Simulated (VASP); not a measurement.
TaN: single point with PBEsol

The system is TaN.

```xyz
2
Lattice="0.1807 2.2814 2.2814 2.2814 0.1807 2.2814 2.2814 2.2814 0.1807" Properties=species:S:1:pos:R:3 pbc="T T T"
Ta    2.3717    2.3717    2.3717
N     0.0000    0.0000    0.0000
```

| Quantity | Value |
| --- | --- |
| Program | VASP 6.6.1 |
| Task | single point |
| Functional | PBEsol |
| Potentials or basis | VASP PAW PBE potentials, release 64 (Ta_pv, N) |
| Cutoff | 520 eV |
| k mesh | 20 × 20 × 20 |
| Occupations | gaussian, width 0.15 eV |
| Spin | no spin polarisation |

```json
{"Pressure": "2.0 GPa", "Band gap on the k mesh": "zero (band 8 reaches 10.78 eV, above the bottom of band 9 at 7.85 eV)"}
```

Stress tensor (GPa, compression positive):
```
 1.98 -4.76 -4.76
-4.76  1.98 -4.76
-4.76 -4.76  1.98
```

Levels at points of the mesh, in eV from the Fermi level:
```csv
k point,band 5,band 6,band 7,band 8,band 9,band 10,band 11,band 12
"(0.00, 0.00, 0.00)",-4.07,-3.38,-3.27,-3.27,-1.50,-1.50,0.49,0.49
"(0.50, 0.00, 0.00)",-10.26,-8.23,-6.99,0.28,3.35,3.60,4.02,7.79
"(0.50, 0.50, 0.00)",-6.50,-5.45,-4.68,-4.05,2.10,3.28,4.21,4.62
"(0.50, 0.50, 0.50)",-10.42,-6.63,-6.63,1.42,1.54,1.54,4.69,7.09
```

It took 5.8 min on 1 thread of AMD EPYC 7R43 64-Core Processor (Zen 3) (shared host), peak memory 0.31 GiB.

Caveat: the PAW data sets were made with another functional, which shifts forces and pressure a little; spin-orbit coupling is left out, which moves the levels of the heavy elements.
